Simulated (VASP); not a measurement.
# Ag3Cl (Pm-3m) in VASP: notebook

Runs on Ag3Cl. Level: PBE. Tasks: single point, relaxation of cell and atoms.

Program: VASP 6.6.1. These are calculated values, not measurements. Logs are shortened: lines on timing, memory, paths and dates and some standing lists are left out, and cuts for length are marked.

### Step 1. The cell of the first run

It takes space group Pm-3m (No. 221, cubic). The conventional cell has a = 4.255 Å, b = 4.255 Å, c = 4.255 Å, α = 90.00°, β = 90.00°, γ = 90.00°. Within 4.0 Å of Ag (site symmetry 4/mmm) lie 8 Ag at 3.01 Å and 4 Cl at 3.01 Å. Cl (site symmetry m-3m) has 12 Ag at 3.01 Å within 4.0 Å.

### Step 2. Single point, PBE

The input, INCAR:

```
PREC = Accurate ; ENCUT = 520
EDIFF = 1E-7 ; ISMEAR = 0
SIGMA = 0.1 ; LREAL = False
LASPH = True ; NELM = 80
ALGO = Normal ; ISIF = 2
LWAVE = False ; LCHARG = True
GGA = PE ; LELF = True
LVHAR = True ; NBANDS = 28
```

The input, KPOINTS:

```
regular mesh
0
Gamma
  12 12 12
```

The input, POSCAR:

```
Ag3Cl
1.0
    4.2550792419      0.0000000000      0.0000000000
    0.0000000000      4.2550792419      0.0000000000
    0.0000000000      0.0000000000      4.2550792419
Ag Cl
3 1
Direct
    0.0000000000      0.5000000000      0.5000000000
    0.5000000000      0.0000000000      0.5000000000
    0.5000000000      0.5000000000      0.0000000000
    0.0000000000      0.0000000000      0.0000000000
```

Potentials or basis: VASP PAW PBE potentials, release 64 (Ag, Cl).

Launch:

```sh
cat potpaw_PBE.64/Ag/POTCAR potpaw_PBE.64/Cl/POTCAR > POTCAR
mpirun -np 1 vasp_std > vasp.out
```

OUTCAR:

```text
PREC = Accurate
   ENCUT = 520
   EDIFF = 1E-7
   ISMEAR = 0
   LREAL = False
   LASPH = True
   NELM = 80
   ISIF = 2
   GGA = PE

 ion  position               nearest neighbor table
   1  0.000  0.500  0.500-   2 3.01   3 3.01   4 3.01   3 3.01   4 3.01   2 3.01   4 3.01   4 3.01
                             2 3.01   3 3.01   3 3.01   2 3.01
   2  0.500  0.000  0.500-   1 3.01   3 3.01   4 3.01   3 3.01   4 3.01   1 3.01   3 3.01   3 3.01
                             1 3.01   4 3.01   4 3.01   1 3.01
   3  0.500  0.500  0.000-   1 3.01   2 3.01   4 3.01   1 3.01   2 3.01   2 3.01   4 3.01   2 3.01
                             1 3.01   4 3.01   1 3.01   4 3.01
   4  0.000  0.000  0.000-   1 3.01   2 3.01   3 3.01   1 3.01   2 3.01   1 3.01   3 3.01   1 3.01
                             2 3.01   3 3.01   2 3.01   3 3.01

  LATTYP: Found a simple cubic cell.
 ALAT       =     4.2550792419

  Lattice vectors:

 A1 = (   4.2550792419,   0.0000000000,   0.0000000000)
 A2 = (   0.0000000000,   4.2550792419,   0.0000000000)
 A3 = (   0.0000000000,   0.0000000000,   4.2550792419)

Analysis of symmetry for initial positions (statically):
=====================================================================
 Subroutine PRICEL returns:
 Original cell was already a primitive cell.

 Routine SETGRP: Setting up the symmetry group for a
 simple cubic supercell.

 Subroutine GETGRP returns: Found 48 space group operations
 (whereof 48 operations were pure point group operations)
 out of a pool of 48 trial point group operations.

The static configuration has the point symmetry O_h .

Analysis of symmetry for dynamics (positions and initial velocities):
=====================================================================
 Subroutine PRICEL returns:
 Original cell was already a primitive cell.

 Routine SETGRP: Setting up the symmetry group for a
 simple cubic supercell.

 Subroutine GETGRP returns: Found 48 space group operations
 (whereof 48 operations were pure point group operations)
 out of a pool of 48 trial point group operations.

The dynamic configuration has the point symmetry O_h .

 Subroutine INISYM returns: Found 48 space group operations
 (whereof 48 operations are pure point group operations),
 and found     1 'primitive' translations

----------------------------------------------------------------------------------------

                                     Primitive cell

  volume of cell :      77.0412

  direct lattice vectors                    reciprocal lattice vectors
     4.255079242  0.000000000  0.000000000     0.235013250  0.000000000  0.000000000
     0.000000000  4.255079242  0.000000000     0.000000000  0.235013250  0.000000000
     0.000000000  0.000000000  4.255079242     0.000000000  0.000000000  0.235013250

  length of vectors
     4.255079242  4.255079242  4.255079242     0.235013250  0.235013250  0.235013250

  position of ions in fractional coordinates (direct lattice)
     0.000000000  0.500000000  0.500000000
     0.500000000  0.000000000  0.500000000
     0.500000000  0.500000000  0.000000000
     0.000000000  0.000000000  0.000000000

  ion indices of the primitive-cell ions
   primitive index   ion index
                 1           1
                 2           2
                 3           3
                 4           4

----------------------------------------------------------------------------------------

 KPOINTS: regular mesh

Automatic generation of k-mesh.
 Grid dimensions read from file:
 generate k-points for:   12   12   12

 Generating k-lattice:

  Cartesian coordinates                     Fractional coordinates (reciprocal lattice)
     0.019584437  0.000000000  0.000000000     0.083333333  0.000000000  0.000000000
     0.000000000  0.019584437  0.000000000     0.000000000  0.083333333  0.000000000
     0.000000000  0.000000000  0.019584437     0.000000000  0.000000000  0.083333333

  Length of vectors
     0.019584437  0.019584437  0.019584437

  Shift w.r.t. Gamma in fractional coordinates (k-lattice)
     0.000000000  0.000000000  0.000000000

 Subroutine IBZKPT returns following result:
 ===========================================

 Found     84 irreducible k-points:

 Following reciprocal coordinates:
            Coordinates               Weight
  0.000000  0.000000  0.000000      1.000000
  0.083333  0.000000  0.000000      6.000000
  0.166667  0.000000  0.000000      6.000000
  0.250000  0.000000  0.000000      6.000000
  0.333333  0.000000  0.000000      6.000000
  0.416667  0.000000  0.000000      6.000000
[... 16 lines left out ...]
  0.333333  0.333333  0.000000     12.000000
  0.416667  0.333333  0.000000     24.000000
 [... further k-points ...]
   k-points           NKPTS =     84   k-points in BZ     NKDIM =     84   number of bands    NBANDS=     28
   number of dos      NEDOS =    301   number of ions     NIONS =      4
   total plane-waves  NPLWV =  32768
   dimension x,y,z NGX =    32 NGY =   32 NGZ =   32
   dimension x,y,z NGXF=    64 NGYF=   64 NGZF=   64
   ions per type =               3   1
   NGX,Y,Z   is equivalent  to a cutoff of  12.50, 12.50, 12.50 a.u.
   NGXF,Y,Z  is equivalent  to a cutoff of  25.00, 25.00, 25.00 a.u.
 SYSTEM =  unknown system
   PREC   = accura    normal or accurate (medium, high low for compatibility)
   ISTART =      0    job   : 0-new  1-cont  2-samecut
   ICHARG =      2    charge: 1-file 2-atom 10-const
   ISPIN  =      1    spin polarized calculation?
   LNONCOLLINEAR =      F non collinear calculations
   LSORBIT =      F    spin-orbit coupling
   LASPH  =      T    aspherical Exc in radial PAW
   ENCUT  =  520.0 eV  38.22 Ry    6.18 a.u.   7.91  7.91  7.91*2*pi/ulx,y,z
   NELM   =     80;   NELMIN=  2; NELMDL= -5     # of ELM steps
   EDIFF  = 0.1E-06   stopping-criterion for ELM
   LREAL  =      F    real-space projection
   EDIFFG = 0.1E-05   stopping-criterion for IOM
   NSW    =      0    number of steps for IOM
   IBRION =     -1    ionic relax: 0-MD 1-quasi-New 2-CG
   NFREE  =      0    steps in history (QN), initial steepest desc. (CG)
   ISIF   =      2    stress and relaxation
   ISYM   =      2    0-nonsym 1-usesym 2-fastsym
   POTIM  = 0.5000    time-step for ionic-motion
   TEBEG  =    0.0;   TEEND  =   0.0 temperature during run
   PSTRESS=    0.0 pullay stress
   NELECT =      40.0000    total number of electrons
   NUPDOWN=      -1.0000    fix difference up-down
   EMIN   =  10.00;   EMAX   =-10.00  energy-range for DOS
   EFERMI =   0.00;   METHOD = LEGACY
   ISMEAR =     0;   SIGMA  =   0.10  broadening in eV -4-tet -1-fermi 0-gaus
   EFERMI_NEDOS =   21; number of points for ismear=-14 and -15
   IALGO  =     38    algorithm
   IMIX   =      4    mixing-type and parameters
     AMIX     =   0.40;   BMIX     =  1.00
     AMIX_MAG =   1.60;   BMIX_MAG =  1.00
  volume/ion in A,a.u.               =      19.26       129.97
  Fermi-wavevector in a.u.,A,eV,Ry     =   1.315792  2.486486 23.555876  1.731308
  Thomas-Fermi vector in A             =   2.445949
   LORBIT       =      0    0 simple, 1 ext, 2 COOP (PROOUT), +10 PAW based schemes
   GGA     = PE    functional components
   LHFCALC =     F    Hartree Fock is set to
   AEXX    =    0.0000 exact exchange contribution
   IVDW    =     0    specifies the selected vdW correction
   LEPSILON=     F    determine dielectric tensor
   LRPA    =     F    only Hartree local field effects (RPA)
 non-spin polarized calculation
 Gauss-broadening in eV      SIGMA  =   0.10
  energy-cutoff  :      520.00
  volume of cell :       77.04
 maximum number of plane-waves:      2103
 NGX is ok and might be reduce to    32
   NGX = 15   NGY = 15   NGZ = 15

 number of electron      39.9999980 magnetization

 Free energy of the ion-electron system (eV)
  ---------------------------------------------------
  ext. energy  EPLUGINS =         0.00000000
  ---------------------------------------------------
  free energy    TOTEN  =        -9.80088407 eV

  energy without entropy =       -9.79962091  energy(sigma->0) =       -9.80025249

 E-fermi :   6.2325     XC(G=0): -11.0874

 val. band max:        6.1604608312   @ k =   0.5000   0.5000   0.4167
 cond. band min:       6.2939630565   @ k =   0.5000   0.1667   0.0833
 fundamental gap:      0.1335022253
 Fermi energy:         6.2325297901

 k-point     1 :       0.0000    0.0000    0.0000
  band No.  band energies     occupation
      1      -9.6200      2.00000
      2       0.5646      2.00000
      3       1.3512      2.00000
      4       1.3512      2.00000
      5       1.3512      2.00000
      6       1.5902      2.00000
[... 20 lines left out ...]
     27      16.9171      0.00000
     28      16.9171      0.00000

 k-point     2 :       0.0833    0.0000    0.0000
  band No.  band energies     occupation
      1      -9.6117      2.00000
      2       0.5936      2.00000
      3       1.3383      2.00000
      4       1.3383      2.00000
      5       1.3615      2.00000
      6       1.4403      2.00000
[... 20 lines left out ...]
     27      16.4495      0.00000
     28      16.4495      0.00000

 k-point     3 :       0.1667    0.0000    0.0000
  band No.  band energies     occupation
      1      -9.5890      2.00000
      2       0.6383      2.00000
      3       1.0884      2.00000
      4       1.2899      2.00000
      5       1.2899      2.00000
      6       1.3906      2.00000
[... 20 lines left out ...]
     27      15.8870      0.00000
     28      15.8870      0.00000

 k-point     4 :       0.2500    0.0000    0.0000
  band No.  band energies     occupation
      1      -9.5574      2.00000
      2       0.4526      2.00000
      3       1.0068      2.00000
      4       1.2040      2.00000
      5       1.2040      2.00000
      6       1.4328      2.00000
[... 578 lines left out ...]
     27      15.3735      0.00000
     28      16.3342      0.00000

 k-point    23 :       0.3333    0.3333    0.0000
  band No.  band energies     occupation
      1      -9.4615      2.00000
      2       0.3206      2.00000
      3       0.6742      2.00000
      4       0.8753      2.00000
      5       1.5552      2.00000
      6       1.7924      2.00000
[... 20 lines left out ...]
     27      16.0648      0.00000
     28      16.2372      0.00000

 k-point    24 :       0.4167    0.3333    0.0000
  band No.  band energies     occupation
      1      -9.4456      2.00000
      2       0.3108      2.00000
      3       0.6108      2.00000
      4       0.8286      2.00000
      5       1.6847      2.00000
      6       1.7932      2.00000
[... 20 lines left out ...]
     27      15.9163      0.00000
     28      16.2657      0.00000

 [... further k-points ...]
[... 5 lines left out ...]
  --------------------------------------------------------------------------------------
  -------------------------------------------------------------------------------------
  Total       -0.0538038     -0.0538038     -0.0538038      0.0000000     -0.0000000     -0.0000000
  in kB       -1.1189239     -1.1189239     -1.1189239      0.0000000     -0.0000000     -0.0000000
  external PRESSURE =      -1.1189239 kB  Pullay stress =       0.0000000 kB

 VOLUME and BASIS-vectors are now :
 -----------------------------------------------------------------------------
  energy-cutoff  :      520.00
  volume of cell :       77.04
      direct lattice vectors                 reciprocal lattice vectors
     4.255079242  0.000000000  0.000000000     0.235013250  0.000000000  0.000000000
     0.000000000  4.255079242  0.000000000     0.000000000  0.235013250  0.000000000
     0.000000000  0.000000000  4.255079242     0.000000000  0.000000000  0.235013250

 POSITION                                       TOTAL-FORCE (eV/Angst)
 -----------------------------------------------------------------------------------
      0.00000      2.12754      2.12754         0.000000      0.000000      0.000000
      2.12754      0.00000      2.12754         0.000000      0.000000      0.000000
      2.12754      2.12754      0.00000         0.000000      0.000000      0.000000
      0.00000      0.00000      0.00000         0.000000      0.000000      0.000000
 -----------------------------------------------------------------------------------
    total drift:                                0.000000     -0.000000     -0.000000

  FREE ENERGIE OF THE ION-ELECTRON SYSTEM (eV)
  ---------------------------------------------------
  free  energy   TOTEN  =        -9.8008840676 eV

  energy  without entropy=       -9.7996209110  energy(sigma->0) =       -9.80025249
```

It took 2.2 min on 1 thread of Intel Xeon Platinum 8259CL at 2.50GHz (Skylake/Cascade Lake), shared host; peak memory 0.28 GiB.

What came out:

```
Free energy            : -9.8009 eV
Pressure               : -0.1 GPa
Band gap on the k mesh : zero (bands 20 and 21 overlap by 0.11 eV)
```

[end of part 1 of 2]

The gap in the log of VASP goes by the Fermi energy; the results here count the filled bands.